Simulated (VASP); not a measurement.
Set up this calculation in VASP 6.6.1, as the native input.

| Quantity | Value |
| --- | --- |
| Task | electric field gradients |
| Functional | PBEsol |
| Potentials or basis | VASP PAW PBE potentials, release 64 (Ga_d, As) |
| Cutoff | 520 eV |
| k mesh | 8 × 8 × 8 |
| Occupations | gaussian, width 0.01 eV |
| Spin | no spin polarisation |
| Dipole correction | no |
| Further INCAR settings | LREAL = Auto; ALGO = Normal; EDIFF = 1e-08; NBANDS = 86 |

The structure of GaAs lies in POSCAR:

```
GaAs
1.0
    0.0000000000      5.6537000000      5.6537000000
    5.6537000000      0.0000000000      5.6537000000
    5.6537000000      5.6537000000      0.0000000000
Ga As
8 8
Direct
    0.0000000000      0.0000000000      0.0000000000
    0.0000000000      0.0000000000      0.5000000000
    0.0000000000      0.5000000000      0.0000000000
    0.0000000000      0.5000000000      0.5000000000
    0.5000000000      0.0000000000      0.0000000000
    0.5000000000      0.0000000000      0.5000000000
    0.5000000000      0.5000000000      0.0000000000
    0.5000000000      0.5000000000      0.5000000000
    0.1250000000      0.1250000000      0.1250000000
    0.1250000000      0.1250000000      0.6250000000
    0.1250000000      0.6250000000      0.1250000000
    0.1250000000      0.6250000000      0.6250000000
    0.6250000000      0.1250000000      0.1250000000
    0.6250000000      0.1250000000      0.6250000000
    0.6250000000      0.6250000000      0.1250000000
    0.6250000000      0.6250000000      0.6250000000
```

These files were run (other wordings do the same):

INCAR

```
SYSTEM = GaAs
  PREC = Accurate
  ENCUT = 520
  EDIFF = 1E-8
  ISMEAR = 0
  SIGMA = 0.01
  LREAL = Auto
  LASPH = .TRUE.
  NELM = 60
  ALGO = Normal
  ISIF = 2
  LWAVE = .FALSE.
  LCHARG = .FALSE.
  GGA = PS
  LEFG = .TRUE.
  NBANDS = 86
  KPAR = 4
```

KPOINTS

```
Automatic mesh
0
G
  8 8 8
  0 0 0
```

Potentials or basis: VASP PAW PBE potentials, release 64 (Ga_d, As).

Command:

```bash
$ cat potpaw_PBE.64/Ga_d/POTCAR potpaw_PBE.64/As/POTCAR > POTCAR
$ mpirun -np 4 vasp_std > vasp.out
```

It gave:

| Property | Result |
| --- | --- |
| Pressure | 0.4 GPa |
| Band gap on the k mesh | 0.46 eV |
| Largest electric field gradient by atom | under 0.05 V/Å² on every atom |

Caveat: semilocal functionals underestimate gaps, and a narrow one can read as zero; the PAW data sets were made with another functional, which shifts forces and pressure a little.

Run time: 7.6 min on 4 MPI ranks on AMD EPYC 7R43 64-Core Processor (Zen 3), with other jobs on the host, peak memory 0.79 GiB a rank.
